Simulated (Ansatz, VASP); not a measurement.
One calculation of Ge, two programs

File INCAR:

```
PREC = Accurate
ENCUT = 520
EDIFF = 1E-8
ISMEAR = -1
SIGMA = 0.05
LREAL = F
LASPH = T
NELM = 60
ALGO = Normal
ISIF = 2
LWAVE = F
LCHARG = F
GGA = PE
LEFG = T
NBANDS = 13
```

The input KPOINTS:

```
regular mesh
0
Gamma
  13 13 13
```

POSCAR

```
Ge
1.0
    2.7300352061      0.0000000000      0.0000000000
    0.0000000000      2.7300352061      0.0000000000
    0.0000000000      0.0000000000      2.7300352061
Ge
1
Direct
    0.0000000000      0.0000000000      0.0000000000
```

Input for Ansatz:

```yaml
crystal:
  lattice:
    - [2.7300352061, 0.0, 0.0]
    - [0.0, 2.7300352061, 0.0]
    - [0.0, 0.0, 2.7300352061]
  atoms:
    - { symbol: Ge, position: [0.0, 0.0, 0.0] }
kpoints:
  mp_grid: { grid: [13, 13, 13] }
scf:
  occupations: { method: fermi_dirac, width: 0.05 }
hamiltonian:
  xc: pbe
  pseudopotentials: { kind: paw }
output:
  forces: true
  stress: true
  eigenvalues: true
  efg: { contact_densities: true }
```

Change from the starting cell: volume scaled by 1.02, PAW files.

Alike in both runs: task electric field gradients; functional PBE; k mesh 13 × 13 × 13; occupations fermi-dirac, width 0.05 eV; no spin polarisation.

|  | VASP | Ansatz |
| --- | --- | --- |
| version | VASP 6.6.1 | Ansatz 0.2.0 |
| potentials or method | VASP PAW PBE potentials, release 64 (Ge_d) | PAW with Ansatz's default frozen-core files, scalar-relativistic |
| plane-wave cutoff (eV) | 520 | 420 |
| valence electrons in the cell | 14 | 14 |

|  | VASP | Ansatz | Ansatz less VASP |
| --- | --- | --- | --- |
| pressure (GPa) | -1.2 | -1.3 | -0.05 |
